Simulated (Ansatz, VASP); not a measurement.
**One calculation of ZnS, two programs**

```
Zn S
1.0
     0.00000    2.72407    2.72407
     2.72407    0.00000    2.72407
     2.72407    2.72407    0.00000
Zn S
1 1
Cartesian
  0.0000 0.0000 0.0000
  4.0861 4.0861 4.0861
```

Alike in both runs: task single point; functional revPBE; k mesh 8 × 8 × 8; occupations gaussian, width 0.05 eV; no spin polarisation.

|  | VASP | Ansatz |
| --- | --- | --- |
| version | VASP 6.6.1 | Ansatz 0.2.0 |
| potentials or method | VASP PAW PBE potentials, release 64 (Zn, S), cutoff 520 eV | scalar-relativistic, plane waves, PAW |
| valence electrons in the cell | 18 | 18 |

VASP gave:

* gap on the k mesh at the Fermi level (eV): 2.13
* least direct gap on the mesh (eV): 2.13
* pressure (GPa): 1.8

Task: Estimate Ansatz's values.

Result: gap on the k mesh at the Fermi level (eV): 2.13; least direct gap on the mesh (eV): 2.13; pressure (GPa): 1.7.

VASP's potentials were made for PBE, not for revPBE.
